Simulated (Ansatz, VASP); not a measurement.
Two plane-wave programs on BN

Contents of INCAR:

```
SYSTEM = BN
  PREC = Accurate
  ENCUT = 520
  EDIFF = 1E-6
  ISMEAR = 0
  SIGMA = 0.02
  LREAL = .FALSE.
  LASPH = .TRUE.
  NELM = 100
  ALGO = Normal
  ISIF = 2
  LWAVE = .FALSE.
  LCHARG = .FALSE.
  GGA = PE
  NBANDS = 16
```

KPOINTS

```
Automatic mesh
0
G
  12 12 4
  0 0 0
```

Contents of POSCAR:

```
BN
1.0
    2.5897283803      0.0000000000      0.0000000000
   -1.2948641902      2.2427705662      0.0000000000
    0.0000000000      0.0000000000      6.7893614880
B N
2 2
Direct
    0.3333333333      0.6666666667      0.2500000000
    0.6666666667      0.3333333333      0.7500000000
    0.3333333333      0.6666666667      0.7500000000
    0.6666666667      0.3333333333      0.2500000000
```

Input for Ansatz:

```yaml
crystal:
  lattice:
    - [2.5897283803, 0.0, 0.0]
    - [-1.2948641902, 2.2427705662, 0.0]
    - [0.0, 0.0, 6.789361488]
  atoms:
    - { symbol: B, position: [0.3333333333, 0.6666666667, 0.25] }
    - { symbol: B, position: [0.6666666667, 0.3333333333, 0.75] }
    - { symbol: "N", position: [0.3333333333, 0.6666666667, 0.75] }
    - { symbol: "N", position: [0.6666666667, 0.3333333333, 0.25] }
basis:
  ecutwfc: 420
kpoints:
  mp_grid: { grid: [12, 12, 4] }
hamiltonian:
  xc: pbe
scf:
  occupations: { method: gaussian, width: 0.02 }
output:
  forces: true
  stress: true
  eigenvalues: true
```

Alike in both runs: task single point; functional PBE; k mesh 12 × 12 × 4; occupations gaussian, width 0.02 eV; no spin polarisation.

|  | VASP | Ansatz |
| --- | --- | --- |
| version | VASP 6.6.1 | Ansatz 0.2.0 |
| potentials or method | VASP PAW PBE potentials, release 64 (B, N), cutoff 520 eV | scalar-relativistic, plane waves, PAW |
| valence electrons in the cell | 16 | 16 |

Ansatz gave:

* gap on the k mesh at the Fermi level (eV): 4.14
* least direct gap on the mesh (eV): 4.39
* pressure (GPa): -17.7
* traceless stress, the component that is largest in VASP (GPa): 19.77

**Question.** Estimate VASP's values.

**Answer.** gap on the k mesh at the Fermi level (eV): 4.13; least direct gap on the mesh (eV): 4.39; pressure (GPa): -17.7; traceless stress, the component that is largest in VASP (GPa): 19.61.
